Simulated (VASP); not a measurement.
# ZnO (P6_3mc) in VASP: single point with r2SCAN

Aim: the single point of ZnO with r2SCAN.

All numbers are computed with VASP 6.6.1; they aren't measurements. Logs are shortened: lines on timing, memory, paths and dates and some standing lists are left out, and cuts for length are marked.

## Step 1: The cell of the first run

The structure is hexagonal, space group P6_3mc (No. 186). The conventional cell has a = 3.235 Å, b = 3.235 Å, c = 5.030 Å, α = 90.00°, β = 90.00°, γ = 120.00°. Zn (site symmetry 3m) has 4 O at 1.95 to 1.96 Å within 2.6 Å. Within 2.6 Å of O (site symmetry 3m) lie 4 Zn at 1.95 to 1.96 Å.

## Step 2: Single point, r2SCAN (uniaxial z strain -3.5%)

File POSCAR:

```
ZnO
1.0
    3.2353408649      0.0000000000      0.0000000000
   -1.6176704325      2.8018873789      0.0000000000
    0.0000000000      0.0000000000      5.0296106988
Zn O
2 2
Direct
    0.3333333333      0.6666666667     -0.0074825138
    0.6666666667      0.3333333333      0.4925174862
    0.3333333333      0.6666666667      0.3824825138
    0.6666666667      0.3333333333      0.8824825138
```

File INCAR.step1:

```
PREC = Accurate
ENCUT = 520
ISMEAR = 0
SIGMA = 0.01
LREAL = F
LASPH = T
NELM = 100
NBANDS = 26
GGA = PE
ALGO = Normal
EDIFF = 1E-4
LWAVE = T
LCHARG = F
```

File INCAR.step2:

```
PREC = Accurate
ENCUT = 520
EDIFF = 1E-7
ISMEAR = 0
SIGMA = 0.01
LREAL = F
LASPH = T
NELM = 100
ALGO = Normal
ISIF = 2
LWAVE = F
LCHARG = T
METAGGA = R2SCAN
LMIXTAU = T
LELF = T
LVHAR = T
NBANDS = 26
ISTART = 1
```

File KPOINTS:

```
Automatic mesh
0
Gamma
  12 12 6
```

Potentials or basis: VASP PAW PBE potentials, release 64 (Zn, O).

Run with:

```bash
> cat potpaw_PBE.64/Zn/POTCAR potpaw_PBE.64/O/POTCAR > POTCAR
> cp INCAR.step1 INCAR
> mpirun -np 1 vasp_std > vasp.out
> cp INCAR.step2 INCAR
> mpirun -np 1 vasp_std > vasp.out
```

OUTCAR:

```text
PREC = Accurate
   ENCUT = 520
   EDIFF = 1E-7
   ISMEAR = 0
   LREAL = F
   LASPH = T
   NELM = 100
   ISIF = 2
   METAGGA = R2SCAN
   ISTART = 1

 ion  position               nearest neighbor table
   1  0.333  0.667  0.993-   4 1.95   4 1.95   4 1.95   3 1.96
   2  0.667  0.333  0.493-   3 1.95   3 1.95   3 1.95   4 1.96
   3  0.333  0.667  0.382-   2 1.95   2 1.95   2 1.95   1 1.96
   4  0.667  0.333  0.882-   1 1.95   1 1.95   1 1.95   2 1.96

  LATTYP: Found a hexagonal cell.
 ALAT       =     3.2353408649
 C/A-ratio  =     1.5545844808

  Lattice vectors:

 A1 = (   3.2353408649,   0.0000000000,   0.0000000000)
 A2 = (  -1.6176704325,   2.8018873789,   0.0000000000)
 A3 = (   0.0000000000,   0.0000000000,   5.0296106988)

Analysis of symmetry for initial positions (statically):
=====================================================================
 Subroutine PRICEL returns:
 Original cell was already a primitive cell.

 Routine SETGRP: Setting up the symmetry group for a
 hexagonal supercell.

 Subroutine GETGRP returns: Found 12 space group operations
 (whereof  6 operations were pure point group operations)
 out of a pool of 24 trial point group operations.

The static configuration has the point symmetry C_3v.
 The point group associated with its full space group is C_6v.

Analysis of symmetry for dynamics (positions and initial velocities):
=====================================================================
 Subroutine PRICEL returns:
 Original cell was already a primitive cell.

 Routine SETGRP: Setting up the symmetry group for a
 hexagonal supercell.

 Subroutine GETGRP returns: Found 12 space group operations
 (whereof  6 operations were pure point group operations)
 out of a pool of 24 trial point group operations.

The dynamic configuration has the point symmetry C_3v.
 The point group associated with its full space group is C_6v.

 Subroutine INISYM returns: Found 12 space group operations
 (whereof  6 operations are pure point group operations),
 and found     1 'primitive' translations

----------------------------------------------------------------------------------------

                                     Primitive cell

  volume of cell :      45.5937

  direct lattice vectors                    reciprocal lattice vectors
     3.235340865  0.000000000  0.000000000     0.309086443  0.178451141  0.000000000
    -1.617670432  2.801887379  0.000000000     0.000000000  0.356902282  0.000000000
     0.000000000  0.000000000  5.029610699     0.000000000  0.000000000  0.198822545

  length of vectors
     3.235340865  3.235340865  5.029610699     0.356902282  0.356902282  0.198822545

  position of ions in fractional coordinates (direct lattice)
     0.333333333  0.666666667  0.992517486
     0.666666667  0.333333333  0.492517486
     0.333333333  0.666666667  0.382482514
     0.666666667  0.333333333  0.882482514

  ion indices of the primitive-cell ions
   primitive index   ion index
                 1           1
                 2           2
                 3           3
                 4           4

----------------------------------------------------------------------------------------

 KPOINTS: Automatic mesh

Automatic generation of k-mesh.
 Grid dimensions read from file:
 generate k-points for:   12   12    6

 Generating k-lattice:

  Cartesian coordinates                     Fractional coordinates (reciprocal lattice)
     0.025757204  0.014870928  0.000000000     0.083333333  0.000000000  0.000000000
     0.000000000  0.029741857  0.000000000     0.000000000  0.083333333  0.000000000
     0.000000000  0.000000000  0.033137091     0.000000000  0.000000000  0.166666667

  Length of vectors
     0.029741857  0.029741857  0.033137091

  Shift w.r.t. Gamma in fractional coordinates (k-lattice)
     0.000000000  0.000000000  0.000000000

 Subroutine IBZKPT returns following result:
 ===========================================

 Found     76 irreducible k-points:

 Following reciprocal coordinates:
            Coordinates               Weight
  0.000000  0.000000  0.000000      1.000000
  0.083333 -0.000000  0.000000      6.000000
  0.166667 -0.000000  0.000000      6.000000
  0.250000  0.000000  0.000000      6.000000
  0.333333 -0.000000  0.000000      6.000000
  0.416667 -0.000000  0.000000      6.000000
[... 16 lines left out ...]
  0.250000  0.000000  0.166667     12.000000
  0.333333 -0.000000  0.166667     12.000000
 [... further k-points ...]
   k-points           NKPTS =     76   k-points in BZ     NKDIM =     76   number of bands    NBANDS=     26
   number of dos      NEDOS =    301   number of ions     NIONS =      4
   total plane-waves  NPLWV =  23040
   dimension x,y,z NGX =    24 NGY =   24 NGZ =   40
   dimension x,y,z NGXF=    48 NGYF=   48 NGZF=   80
   ions per type =               2   2
   NGX,Y,Z   is equivalent  to a cutoff of  12.33, 12.33, 13.22 a.u.
   NGXF,Y,Z  is equivalent  to a cutoff of  24.66, 24.66, 26.44 a.u.
 SYSTEM =  unknown system
   PREC   = accura    normal or accurate (medium, high low for compatibility)
   ISTART =      1    job   : 0-new  1-cont  2-samecut
   ICHARG =      0    charge: 1-file 2-atom 10-const
   ISPIN  =      1    spin polarized calculation?
   LNONCOLLINEAR =      F non collinear calculations
   LSORBIT =      F    spin-orbit coupling
   LASPH  =      T    aspherical Exc in radial PAW
   ENCUT  =  520.0 eV  38.22 Ry    6.18 a.u.   6.02  6.02  9.35*2*pi/ulx,y,z
   NELM   =    100;   NELMIN=  2; NELMDL=  0     # of ELM steps
   EDIFF  = 0.1E-06   stopping-criterion for ELM
   LREAL  =      F    real-space projection
   EDIFFG = 0.1E-05   stopping-criterion for IOM
   NSW    =      0    number of steps for IOM
   IBRION =     -1    ionic relax: 0-MD 1-quasi-New 2-CG
   NFREE  =      0    steps in history (QN), initial steepest desc. (CG)
   ISIF   =      2    stress and relaxation
   ISYM   =      2    0-nonsym 1-usesym 2-fastsym
   POTIM  = 0.5000    time-step for ionic-motion
   TEBEG  =    0.0;   TEEND  =   0.0 temperature during run
   PSTRESS=    0.0 pullay stress
   NELECT =      36.0000    total number of electrons
   NUPDOWN=      -1.0000    fix difference up-down
   EMIN   =  10.00;   EMAX   =-10.00  energy-range for DOS
   EFERMI =   0.00;   METHOD = LEGACY
   ISMEAR =     0;   SIGMA  =   0.01  broadening in eV -4-tet -1-fermi 0-gaus
   EFERMI_NEDOS =   21; number of points for ismear=-14 and -15
   IALGO  =     38    algorithm
   IMIX   =      4    mixing-type and parameters
     AMIX     =   0.40;   BMIX     =  1.00
     AMIX_MAG =   1.60;   BMIX_MAG =  1.00
  volume/ion in A,a.u.               =      11.40        76.92
  Fermi-wavevector in a.u.,A,eV,Ry     =   1.513122  2.859386 31.151061  2.289538
  Thomas-Fermi vector in A             =   2.622955
   LORBIT       =      0    0 simple, 1 ext, 2 COOP (PROOUT), +10 PAW based schemes
   METAGGA = R2SCAN    functional components
   LHFCALC =     F    Hartree Fock is set to
   AEXX    =    0.0000 exact exchange contribution
   IVDW    =     0    specifies the selected vdW correction
   LEPSILON=     F    determine dielectric tensor
   LRPA    =     F    only Hartree local field effects (RPA)
 non-spin polarized calculation
 Gauss-broadening in eV      SIGMA  =   0.01
  energy-cutoff  :      520.00
  volume of cell :       45.59
 maximum number of plane-waves:      1248
   NGX = 13   NGY = 13   NGZ = 19

 number of electron      36.0000022 magnetization

 Free energy of the ion-electron system (eV)
  ---------------------------------------------------
  ext. energy  EPLUGINS =         0.00000000
  ---------------------------------------------------
  free energy    TOTEN  =       -36.26655779 eV

  energy without entropy =      -36.26655779  energy(sigma->0) =      -36.26655779

 E-fermi :   1.3017     XC(G=0): -11.9143

 val. band max:        1.2348814427   @ k =   0.0000   0.0000   0.0000
 cond. band min:       2.5603386026   @ k =   0.0000   0.0000   0.0000
 fundamental gap:      1.3254571599
 Fermi energy:         1.3016857264

 k-point     1 :       0.0000    0.0000    0.0000
  band No.  band energies     occupation
      1     -18.1874      2.00000
      2     -17.3842      2.00000
      3      -4.8148      2.00000
      4      -4.8147      2.00000
      5      -4.6520      2.00000
      6      -4.6268      2.00000
[... 18 lines left out ...]
     25      16.3324      0.00000
     26      17.1108      0.00000

 k-point     2 :       0.0833   -0.0000    0.0000
  band No.  band energies     occupation
      1     -18.1484      2.00000
      2     -17.3688      2.00000
      3      -4.8602      2.00000
      4      -4.7869      2.00000
      5      -4.6473      2.00000
      6      -4.5915      2.00000
[... 18 lines left out ...]
     25      16.4657      0.00000
     26      17.1935      0.00000

 k-point     3 :       0.1667   -0.0000    0.0000
  band No.  band energies     occupation
      1     -18.0390      2.00000
      2     -17.3281      2.00000
      3      -4.9674      2.00000
      4      -4.7116      2.00000
      5      -4.6722      2.00000
      6      -4.5105      2.00000
[... 18 lines left out ...]
     25      16.4662      0.00000
     26      16.6722      0.00000

 k-point     4 :       0.2500    0.0000    0.0000
  band No.  band energies     occupation
      1     -17.8796      2.00000
      2     -17.2782      2.00000
      3      -5.0731      2.00000
      4      -4.7091      2.00000
      5      -4.6136      2.00000
      6      -4.4129      2.00000
[... 18 lines left out ...]
     25      15.5612      0.00000
     26      16.5678      0.00000

 k-point     5 :       0.3333   -0.0000    0.0000
  band No.  band energies     occupation
      1     -17.7032      2.00000
      2     -17.2408      2.00000
      3      -5.1187      2.00000
      4      -4.7529      2.00000
      5      -4.5265      2.00000
      6      -4.2988      2.00000
[... 18 lines left out ...]
     25      15.7627      0.00000
     26      16.4133      0.00000

 k-point     6 :       0.4167   -0.0000    0.0000
  band No.  band energies     occupation
      1     -17.5525      2.00000
      2     -17.2314      2.00000
      3      -5.0810      2.00000
      4      -4.8130      2.00000
      5      -4.4725      2.00000
      6      -4.1922      2.00000
[... 427 lines left out ...]
 k-point    21 :       0.0833   -0.0000    0.1667
  band No.  band energies     occupation
      1     -18.0981      2.00000
      2     -17.4229      2.00000
      3      -4.8720      2.00000
      4      -4.7816      2.00000
      5      -4.7794      2.00000
      6      -4.6280      2.00000
[... 18 lines left out ...]
     25      15.9213      0.00000
     26      16.1780      0.00000

 k-point    22 :       0.1667   -0.0000    0.1667
  band No.  band energies     occupation
      1     -17.9924      2.00000
      2     -17.3766      2.00000
      3      -4.9924      2.00000
      4      -4.7948      2.00000
      5      -4.7044      2.00000
      6      -4.5537      2.00000
[... 18 lines left out ...]
     25      15.7112      0.00000
     26      16.3625      0.00000

 k-point    23 :       0.2500    0.0000    0.1667
  band No.  band energies     occupation
      1     -17.8391      2.00000
      2     -17.3180      2.00000
      3      -5.1035      2.00000
      4      -4.8262      2.00000
      5      -4.6024      2.00000
      6      -4.4568      2.00000
[... 18 lines left out ...]
     25      15.5427      0.00000
     26      16.3701      0.00000

 k-point    24 :       0.3333   -0.0000    0.1667
  band No.  band energies     occupation
      1     -17.6706      2.00000
      2     -17.2697      2.00000
      3      -5.1557      2.00000
      4      -4.8664      2.00000
      5      -4.5091      2.00000
      6      -4.3476      2.00000
[... 18 lines left out ...]
     25      15.7530      0.00000
     26      16.3245      0.00000

 [... further k-points ...]

------------------------ aborting loop because EDIFF is reached ----------------------------------------

  FORCE on cell =-STRESS in cart. coord.  units (eV):
  Direction    XX          YY          ZZ          XY          YZ          ZX
  --------------------------------------------------------------------------------------
  -------------------------------------------------------------------------------------
  Total        1.6103358      1.6103358      2.5212280     -0.0000000      0.0000000      0.0000000
  in kB       56.5876854     56.5876854     88.5967140     -0.0000000      0.0000000      0.0000000
  external PRESSURE =      67.2573616 kB  Pullay stress =       0.0000000 kB

 VOLUME and BASIS-vectors are now :
 -----------------------------------------------------------------------------
  energy-cutoff  :      520.00
  volume of cell :       45.59
      direct lattice vectors                 reciprocal lattice vectors
     3.235340865  0.000000000  0.000000000     0.309086443  0.178451141  0.000000000
    -1.617670432  2.801887379  0.000000000     0.000000000  0.356902282  0.000000000
     0.000000000  0.000000000  5.029610699     0.000000000  0.000000000  0.198822545

 POSITION                                       TOTAL-FORCE (eV/Angst)
 -----------------------------------------------------------------------------------
     -0.00000      1.86792      4.99198         0.000000      0.000000     -0.007127
      1.61767      0.93396      2.47717         0.000000     -0.000000     -0.007127
     -0.00000      1.86792      1.92374        -0.000000     -0.000000      0.007127
      1.61767      0.93396      4.43854         0.000000     -0.000000      0.007127
 -----------------------------------------------------------------------------------
    total drift:                                0.000001      0.000002     -0.014025

  FREE ENERGIE OF THE ION-ELECTRON SYSTEM (eV)
  ---------------------------------------------------
  free  energy   TOTEN  =       -36.2665577867 eV

  energy  without entropy=      -36.2665577867  energy(sigma->0) =      -36.26655779
```

It took 10 min on 1 thread of AMD EPYC 7R13, shared host; peak memory 0.19 GiB.

What came out:

* Free energy: -36.2666 eV
* Pressure: 6.7 GPa
* Largest force: 0.007 eV/Å
* Band gap on the k mesh: 1.33 eV

Forces in eV/Å, atoms in the order of the input:
```
Zn   0.000  0.000 -0.007
Zn   0.000  0.000 -0.007
O    0.000  0.000  0.007
O    0.000  0.000  0.007
```

Stress tensor (GPa, compression positive):
```
5.66 0.00 0.00
0.00 5.66 0.00
0.00 0.00 8.86
```

Caveat: the cell differs from its parent crystal (uniaxial z strain -3.5%); the cell stands under pressure; the PAW data sets were made with another functional, which shifts forces and pressure a little.
